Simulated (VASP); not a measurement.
## BaS: single point with PBEsol

BaS:

```
CELL_PARAMETERS angstrom
0.00000 3.16630 3.16630
3.16630 0.00000 3.16630
3.16630 3.16630 0.00000
ATOMIC_POSITIONS crystal
Ba 0.00158 0.00158 0.00158
S 0.50000 0.50000 0.50000
```

This cell differs from its parent crystal: atom 1 moved by [0.01, 0.01, 0.01] A.

```json
{"Program": "VASP 6.6.1", "Task": "single point", "Functional": "PBEsol", "Potentials or basis": "VASP PAW PBE potentials, release 64 (Ba_sv, S)", "Cutoff": "520 eV", "k mesh": "8 × 8 × 8", "Occupations": "gaussian, width 0.01 eV", "Spin": "non-collinear spin, zero start, spin-orbit coupling", "Starting moments": "[[0.0, 0.0, 0.0], [0.0, 0.0, 0.0]] μB", "Dipole correction": "no", "Further INCAR settings": "ALGO = Normal; EDIFF = 1e-07; NBANDS = 28"}
```

```yaml
Pressure: 0.7 GPa
Largest_force: 0.038 eV/Å
Net_moment: 0.00 μB per cell
Valence_electrons_inside_the_program's_atomic_spheres: Ba 7.91; S 3.73
```

Forces in eV/Å, atoms in the order of the input:
```
Ba  -0.022 -0.022 -0.022
S    0.022  0.022  0.022
```

Moments on the atoms (μB; x, y, z):
```
Ba  0.00 0.00 0.00
S   0.00 0.00 0.00
```

Wall time 15 min on 1 thread of Oxide Virtual Turin-like Processor, on a shared host, peak memory 0.54 GiB.

Caveat: the cell differs from its parent crystal (atom 1 moved by [0.01, 0.01, 0.01] A); the PAW data sets were made with another functional, which shifts forces and pressure a little.
